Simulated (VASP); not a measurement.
Input of a VASP 6.6.1 run:

INCAR

```
SYSTEM = Al9N
PREC = Accurate
ENCUT = 520
EDIFF = 1E-6
ISMEAR = 0
SIGMA = 0.1
LREAL = .False.
LASPH = .True.
NELM = 80
ALGO = Normal
ISIF = 2
LWAVE = .False.
LCHARG = .False.
LDIPOL = .True.
IDIPOL = 3
DIPOL = 0.5 0.5 0.501
GGA = PS
IBRION = 2
NSW = 90
EDIFFG = -0.03
```

Contents of KPOINTS:

```
Automatic mesh
0
Gamma
  12 12 1
  0 0 0
```

File POSCAR:

```
Al9N
1.0
    2.8362844918      0.0000000000      0.0000000000
   -1.4181422459      2.4562944222      0.0000000000
    0.0000000000      0.0000000000     37.6442989108
Al N
9 1
Selective dynamics
Direct
    0.3333333333      0.6666666667      0.2257978033  F F F
    0.0000000000      0.0000000000      0.2877072406  F F F
    0.6666666667      0.3333333333      0.3496166779  F F F
    0.0000000000      0.0000000000      0.4115261153  F F F
    0.3333333333      0.6666666667      0.4729161237  T T T
    0.0000000000      0.0000000000      0.5342805556  T T T
    0.6666666667      0.3333333333      0.5966221375  T T T
    0.0000000000      0.0000000000      0.6583877038  T T T
    0.3333333333      0.6666666667      0.7209215701  T T T
    0.0000000000      0.0000000000      0.7480173064  T T T
```

Potentials or basis: VASP PAW PBE potentials, release 64 (Al, N).

Launch:

```bash
$ cat potpaw_PBE.64/Al/POTCAR potpaw_PBE.64/N/POTCAR > POTCAR
$ mpirun -np 1 vasp_std > vasp.out
```

Problem. Predict the energy gained by relaxing.

Solution. 131.5 meV/atom.

Problem. Estimate the band gap on the k mesh.

Solution. Zero (bands 16 and 17 overlap by 3.26 eV).

Final structure:
```xyz
10
Lattice="2.8363 0.0000 0.0000 -1.4181 2.4563 0.0000 0.0000 0.0000 37.6443" Properties=species:S:1:pos:R:3 pbc="T T T"
Al    0.0000    1.6375    8.5000
Al    0.0000    0.0000   10.8305
Al    1.4181    0.8188   13.1611
Al    0.0000    0.0000   15.4916
Al    0.0000    1.6375   17.8079
Al    0.0000    0.0000   20.1414
Al    1.4181    0.8188   22.4904
Al    0.0000    0.0000   24.8977
Al    0.0000    1.6375   27.4229
N     0.0000    0.0000   27.7732
```
